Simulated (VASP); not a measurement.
A run of VASP 6.6.1 is set up as follows.

The input INCAR:

```
SYSTEM = Bi
ALGO = Normal
EDIFF = 1E-6
ENCUT = 500
GGA = CA
GGA_COMPAT = .False.
ISIF = 2
ISMEAR = -1
LASPH = .True.
LCHARG = .False.
LREAL = .False.
LWAVE = .False.
NBANDS = 14
NELM = 120
PREC = Accurate
SIGMA = 0.1
```

File KPOINTS:

```
k-points
0
Gamma
  14 14 14
  0 0 0
```

POSCAR

```
Bi
1.0
    0.0000000000      2.4538671174      2.4538671174
    2.4538671174      0.0000000000      2.4538671174
    2.4538671174      2.4538671174      0.0000000000
Bi
1
Direct
    0.0000000000      0.0000000000      0.0000000000
```

Potentials or basis: VASP PAW LDA potentials, release 64 (Bi_d).

The run is started by

```console
$ cat potpaw_LDA.64/Bi_d/POTCAR > POTCAR
$ mpirun -np 1 vasp_std > vasp.out
```

(1) Estimate the pressure.

Answers

(1) 0.1 GPa.
